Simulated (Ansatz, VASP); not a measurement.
## Sn: VASP beside Ansatz

```xyz
2
Lattice="-1.8724 1.8724 1.8724 1.8724 -1.8724 1.8724 3.7448 3.7448 0.0000" Properties=species:S:1:pos:R:3 pbc="T T T"
Sn   -0.0354    0.0354    0.0000
Sn    1.9078    1.8370    1.8724
```

Change from the starting cell: mode 1 (-4.3 1/cm) frozen in, largest displacement +0.050 Å.

Alike in both runs: task single point; functional PBEsol; k mesh 20 × 20 × 12; occupations gaussian, width 0.15 eV; no spin polarisation.

|  | VASP | Ansatz |
| --- | --- | --- |
| version | VASP 6.6.1 | Ansatz 0.2.0 |
| potentials or method | VASP PAW PBE potentials, release 64 (Sn_d), cutoff 520 eV | scalar-relativistic, plane waves, PAW |
| valence electrons in the cell | 28 | 28 |

Ansatz gave:

* gap on the k mesh at the Fermi level (eV): none
* pressure (GPa): -0.3
* traceless stress, the component that is largest in VASP (GPa): -0.07

Q: Which values does VASP return?

A: gap on the k mesh at the Fermi level (eV): none; pressure (GPa): -0.4; traceless stress, the component that is largest in VASP (GPa): -0.07.

VASP's potentials were made for PBE, not for PBEsol. A gap of «none» marks a metal or a gap that the smearing closes.
